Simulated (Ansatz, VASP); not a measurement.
# TaN in VASP and in Ansatz

```
CELL_PARAMETERS angstrom
3.05000 0.00000 0.00000
-1.52500 2.64138 0.00000
0.00000 0.00000 4.89060
ATOMIC_POSITIONS crystal
Ta 0.33333 0.66667 0.00000
Ta 0.66667 0.33333 0.50000
N 0.33333 0.66667 0.38500
N 0.66667 0.33333 0.88500
```

Change from the starting cell: zz strain of -1 %.

Alike in both runs: task single point; functional PBE; k mesh 9 × 9 × 5; occupations fermi-dirac, width 0.01 eV; no spin polarisation.

```csv
,VASP,Ansatz
version,VASP 6.6.1,Ansatz 0.2.0
potentials or method,"VASP PAW PBE potentials, release 64 (Ta_pv, N), cutoff 520 eV","all-electron LAPW, scalar-relativistic"
```

|  | VASP | Ansatz | Ansatz less VASP |
| --- | --- | --- | --- |
| pressure (GPa) | 147.4 | 141.7 | -5.66 |
| traceless stress, the component that is largest in VASP (GPa) | -13.95 | -13.47 | +0.478 |
| rms of the force components (eV/Å) | 1.022 | 1.004 | -0.0187 |

Atom by atom the forces differ by 0.019 eV/Å (rms over components). Both programs put the cell under a high pressure, so it lies far from rest at this level. Ansatz ran all-electron here, and VASP with PAW potentials.

Neither program's run includes spin-orbit coupling. Noted on VASP's run: the cell as given lies far from equilibrium.
